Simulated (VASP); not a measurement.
Mg2Si, 3 atoms in the cell. The structure is cubic, space group Fm-3m (No. 225). Conventional cell: a = 6.338 Å, b = 6.338 Å, c = 6.338 Å, α = 90.00°, β = 90.00°, γ = 90.00°. Mg (site symmetry -43m) has 4 Si at 2.74 Å and 6 Mg at 3.17 Å within 3.6 Å. Si (site symmetry m-3m) has 8 Mg at 2.74 Å within 3.6 Å. 

| Property | Result |
| --- | --- |
| Program | VASP 6.6.1 |
| Task | single point |
| Functional | r2SCAN |
| Potentials or basis | VASP PAW PBE potentials, release 64 (Mg, Si) |
| Cutoff | 660 eV |
| k mesh | 8 × 8 × 8 |
| Occupations | gaussian, width 0.01 eV |
| Spin | no spin polarisation |
| Dipole correction | no |
| Further INCAR settings | ALGO = Normal; EDIFF = 1e-06; NBANDS = 11 |

Potentials or basis: VASP PAW PBE potentials, release 64 (Mg, Si).

Run with:

```sh
$ cat potpaw_PBE.64/Mg/POTCAR potpaw_PBE.64/Si/POTCAR > POTCAR
$ cp INCAR.step1 INCAR
$ mpirun -np 1 vasp_std > vasp.out
$ cp INCAR.step2 INCAR
$ mpirun -np 1 vasp_std > vasp.out
```

Hardware: 1 thread of Intel(R) Xeon(R) Platinum 8559C (Emerald Rapids), on a shared host.

How long does it take, and how much memory?

Run time: 120 s on 1 thread of Intel(R) Xeon(R) Platinum 8559C (Emerald Rapids), with other jobs on the host, peak memory 0.26 GiB. Counts: k points 29.
